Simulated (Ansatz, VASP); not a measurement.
# In in VASP and in Ansatz

```
In
1.0
     1.68069    0.97035    8.26182
    -1.68069    0.97035    8.26182
     0.00000   -1.94070    8.26182
In
3
Direct
  0.00000 0.00000 0.00000
  0.77801 0.77801 0.77801
  0.22199 0.22199 0.22199
```

Change from the starting cell: volume scaled by 1.02, PAW files.

Alike in both runs: task electric field gradients; functional PBE; k mesh 14 × 14 × 14; occupations fermi-dirac, width 0.05 eV; no spin polarisation.

|  | VASP | Ansatz |
| --- | --- | --- |
| version | VASP 6.6.1 | Ansatz 0.2.0 |
| potentials or method | VASP PAW PBE potentials, release 64 (In_d) | PAW with Ansatz's default frozen-core files, scalar-relativistic |
| plane-wave cutoff (eV) | 520 | 420 |
| valence electrons in the cell | 39 | 39 |

|  | VASP | Ansatz | Ansatz less VASP |
| --- | --- | --- | --- |
| pressure (GPa) | 0.9 | 0.9 | +0.03 |
| traceless stress, the component that is largest in VASP (GPa) | 0.15 | 0.15 | -0.002 |
| rms of the force components (eV/Å) | 0.005 | 0.005 | -0.0001 |
| size of Vzz on the site where it differs most (V/Å²) | 4.5 | 4.8 | +0.30 |

Atom by atom the forces differ by 0.000 eV/Å (rms over components).
